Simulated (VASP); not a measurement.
# Te6Mo3H (a cell with a defect): single point with PBEsol+D3(BJ)

The system is Te6Mo3H (a cell with a defect).

```
CELL_PARAMETERS angstrom
3.43343 0.00000 0.00000
-1.71672 2.97344 0.00000
0.00000 0.00000 20.77043
ATOMIC_POSITIONS crystal
Te 0.00000 0.00000 0.91258
Te 0.33333 0.66667 0.59178
Te 0.33333 0.66667 0.23331
Te 0.33333 0.66667 0.76669
Te 0.33333 0.66667 0.40822
Te 0.00000 0.00000 0.08742
Mo 0.00000 0.00000 0.67915
Mo 0.00000 0.00000 0.32085
Mo 0.33333 0.66667 0.00000
H 0.86436 0.64051 0.58568
```

* Program: VASP 6.6.1
* Task: single point
* Functional: PBEsol
* Dispersion: D3(BJ)
* Potentials or basis: VASP PAW PBE potentials, release 64 (Te, Mo_sv, H)
* Cutoff: 400 eV
* k mesh: 9 × 9 × 2
* Occupations: gaussian, width 0.05 eV
* Spin: no spin polarisation
* Dipole correction: no
* Further INCAR settings: ALGO = Normal; EDIFF = 1e-06; NBANDS = 50

```yaml
Pressure: 3.8 GPa
Largest_force: 2.761 eV/Å
Band_gap_on_the_k_mesh: zero (an odd number of electrons rules out a gap without spin polarisation)
Dispersion_energy_per_atom: -0.503 eV
```

Forces on the atoms (eV/Å):
```
Te   0.002  0.017 -0.041
Te   2.418 -0.255 -1.308
Te   0.000 -0.002 -0.040
Te  -0.014 -0.051  0.025
Te  -0.004 -0.003  0.085
Te   0.000  0.001  0.050
Mo   0.105  0.602  1.832
Mo  -0.002  0.000  0.012
Mo  -0.001 -0.001  0.006
H   -2.503 -0.308 -0.619
```

Stress tensor (GPa, compression positive):
```
8.49 0.07 0.37
0.07 0.41 0.81
0.37 0.81 2.41
```

Levels at points of the mesh, in eV from the Fermi level:
| k point | band 35 | band 36 | band 37 | band 38 | band 39 | band 40 | band 41 | band 42 | band 43 | band 44 |
| --- | --- | --- | --- | --- | --- | --- | --- | --- | --- | --- |
| (0.00, 0.00, 0.00) | -1.49 | -1.48 | -1.48 | -0.58 | -0.42 | 0.17 | 1.75 | 2.37 | 2.48 | 2.57 |
| (0.00, 0.00, 0.50) | -1.48 | -1.48 | -1.41 | -0.58 | -0.42 | 0.17 | 1.75 | 2.37 | 2.48 | 2.57 |

It took 7.4 min on 1 thread of Intel(R) Xeon(R) 6975P-C (Granite Rapids) (shared host), peak memory 0.6 GiB.

Caveat: the PAW data sets were made with another functional, which shifts forces and pressure a little; spin-orbit coupling is left out, which moves the levels of the heavy elements.
